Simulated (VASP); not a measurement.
BP (d3), 2 atoms in the cell. It takes space group F-43m (No. 216, cubic). The conventional cell has a = 4.462 Å, b = 4.462 Å, c = 4.462 Å, α = 90.00°, β = 90.00°, γ = 90.00°. B (site symmetry -43m) has 4 P at 1.93 Å within 2.6 Å. P (site symmetry -43m) has 4 B at 1.93 Å within 2.6 Å.  This cell differs from its parent crystal: volume scaled by 0.97.

* Program: VASP 6.6.1
* Task: single point
* Functional: PBE
* Dispersion: D3(BJ)
* Potentials or basis: VASP PAW PBE potentials, release 64 (B, P)
* Cutoff: 500 eV
* k mesh: 10 × 10 × 10
* Occupations: gaussian, width 0.02 eV
* Spin: no spin polarisation
* Dipole correction: no
* Further INCAR settings: ALGO = Normal; EDIFF = 1e-06; NBANDS = 11

Potentials or basis: VASP PAW PBE potentials, release 64 (B, P).

Launch:

```console
$ cat potpaw_PBE.64/B/POTCAR potpaw_PBE.64/P/POTCAR > POTCAR
$ mpirun -np 1 vasp_std > vasp.out
```

Hardware: 1 thread of AMD EPYC 9R45 96-Core Processor (Zen 5) (shared host).

Problem. How long does it take, and how much memory?

Solution. It took 6.9 s on 1 thread of AMD EPYC 9R45 96-Core Processor (Zen 5) (shared host), peak memory 0.12 GiB. Counts: scf iterations 12, k points 47.
